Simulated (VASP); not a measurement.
Runs of VASP 6.6.1 on Si2Ni. The structure is that of space group Fm-3m (No. 225), or close to it. The cells are those of the table. 

| spin | fixed moment (μB) | cell | gap on the mesh (eV) | pressure (GPa) | moment (μB) |
| --- | --- | --- | --- | --- | --- |
| collinear, ferromagnetic start | 0.75 | a = 3.605 Å, angles 60.0°, 3 atoms | - | (a) | 0.75 |
| off | - | a = 3.851 Å, angles 60.0°, 3 atoms | none | -0.1 | - |
| off | - | a = 3.927 Å, angles 60.0°, 3 atoms | none | -7.4 | - |
| off | - | a = 4.070 Å, angles 60.0°, 3 atoms | none | -16.3 | - |
| collinear, ferromagnetic start | 1.0 | a = 3.851 Å, angles 60.0°, 3 atoms | - | (b) | 1.00 |

Alike in all rows: task single point; level PBE; potentials or basis VASP PAW PBE potentials, release 64 (Si, Ni); k mesh 14 × 14 × 14; cutoff (eV) 520; smearing gaussian 0.15 eV.

Fill in the values left out.

(a) 49.1; (b) 3.5.

Caveats: the cell stands under pressure (at least some runs); the total moment is fixed, so each spin has its own Fermi level (at least some runs); the cell stands under tension (at least some runs).

A gap of «none» marks levels without a gap at the run's occupations.
